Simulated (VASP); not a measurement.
Input of a VASP 6.6.1 run:

Contents of INCAR:

```
SYSTEM = La2O3
ALGO = Normal
EDIFF = 1E-7
ENCUT = 520
GGA = PE
ISIF = 2
ISMEAR = 0
LASPH = .TRUE.
LCHARG = .FALSE.
LREAL = .FALSE.
LWAVE = .FALSE.
NBANDS = 28
NELM = 100
PREC = Accurate
SIGMA = 0.01
```

KPOINTS

```
k-points
0
G
  6 6 4
  0 0 0
```

POSCAR

```
La2O3
1.0
    3.7668034691      0.0000000000      0.0000000000
   -1.8834017346      3.2621423813      0.0000000000
    0.0000000000      0.0000000000      5.8569837191
La O
2 3
Direct
    0.6666666667      0.3333333333      0.7537600000
    0.3333333333      0.6666666667      0.2462400000
    0.6666666667      0.3333333333      0.3541100000
    0.3333333333      0.6666666667      0.6458900000
    0.0000000000      0.0000000000      0.0000000000
```

Potentials or basis: VASP PAW PBE potentials, release 64 (La, O).

Command:

```bash
$ cat potpaw_PBE.64/La/POTCAR potpaw_PBE.64/O/POTCAR > POTCAR
$ mpirun -np 1 vasp_std > vasp.out
```

(1) What does it give for the band gap on the k mesh?

(2) What does it give for the pressure?

Results:

(1) 3.82 eV, direct.

(2) 24.5 GPa.

Caveat: spin-orbit coupling is left out, which moves the levels of the heavy elements; forces of over 1 eV/Å act on the atoms, so gaps and moduli don't describe the material at rest.
